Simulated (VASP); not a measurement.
## AlCu3: single point with r2SCAN

Crystal: AlCu3.

```
CELL_PARAMETERS angstrom
0.00000 2.94737 2.94737
2.94737 0.00000 2.94737
2.94737 2.94737 0.00000
ATOMIC_POSITIONS crystal
Al 0.00000 0.00000 0.00000
Cu 0.50000 0.50000 0.50000
Cu 0.25000 0.25000 0.25000
Cu 0.75000 0.75000 0.75000
```

This cell differs from its parent crystal: volume scaled by 1.06.

```json
{
  "Program": "VASP 6.6.1",
  "Task": "single point",
  "Functional": "r2SCAN",
  "Potentials or basis": "VASP PAW PBE potentials, release 64 (Al, Cu)",
  "Cutoff": "520 eV",
  "k mesh": "12 × 12 × 12",
  "Occupations": "gaussian, width 0.1 eV",
  "Spin": "no spin polarisation",
  "Dipole correction": "no",
  "Further INCAR settings": "ALGO = Normal; EDIFF = 1e-06; NBANDS = 26"
}
```

| Item | Value |
| --- | --- |
| Pressure | -7.4 GPa |
| Band gap on the k mesh | zero (band 18 reaches 11.59 eV, above the bottom of band 19 at 5.67 eV) |

Levels at points of the mesh, in eV from the Fermi level:
```tsv
k point	band 14	band 15	band 16	band 17	band 18	band 19	band 20	band 21	band 22	band 23
(0.00, 0.00, 0.00)	-2.58	-2.45	-2.45	3.85	3.85	3.85	4.13	4.13	4.13	5.40
(0.50, 0.00, 0.00)	-2.56	-2.40	-2.40	-2.13	2.79	2.79	2.88	2.88	3.77	5.67
(0.50, 0.50, 0.00)	-2.31	-2.31	-2.28	-2.10	-2.07	-2.07	2.00	2.33	11.15	11.15
```

Run time: 2.2 min on 1 thread of Intel(R) Xeon(R) 6975P-C (Granite Rapids) (shared host), peak memory 0.23 GiB.

Caveat: the PAW data sets were made with another functional, which shifts forces and pressure a little.
